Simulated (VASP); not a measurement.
SrO, 2 atoms in the cell. Symmetry: Fm-3m, No. 225, cubic system. The conventional cell has a = 5.140 Å, b = 5.140 Å, c = 5.140 Å, α = 90.00°, β = 90.00°, γ = 90.00°. Within 3.4 Å of Sr (site symmetry m-3m) lie 6 O at 2.57 Å. O (site symmetry m-3m) has 6 Sr at 2.57 Å within 3.4 Å. 

```yaml
Program: VASP 6.6.1
Task: single point
Functional: r2SCAN
Potentials_or_basis: VASP PAW PBE potentials, release 64 (Sr_sv, O)
Cutoff: 660 eV
k_mesh: 6 × 6 × 6
Occupations: gaussian, width 0.1 eV
Spin: no spin polarisation
Dipole_correction: no
Further_INCAR_settings: ALGO = Normal; EDIFF = 1e-06; NBANDS = 15
```

Potentials or basis: VASP PAW PBE potentials, release 64 (Sr_sv, O).

Run with:

```sh
$ cat potpaw_PBE.64/Sr_sv/POTCAR potpaw_PBE.64/O/POTCAR > POTCAR
$ cp INCAR.step1 INCAR
$ mpirun -np 1 vasp_std > vasp.out
$ cp INCAR.step2 INCAR
$ mpirun -np 1 vasp_std > vasp.out
```

Hardware: 1 thread of Intel Xeon 8259CL, with other jobs on the host.

Question: How long does it take, and how much memory?

Answer: Run time: 110 s on 1 thread of Intel Xeon 8259CL, with other jobs on the host, peak memory 0.18 GiB. Counts: k points 16.
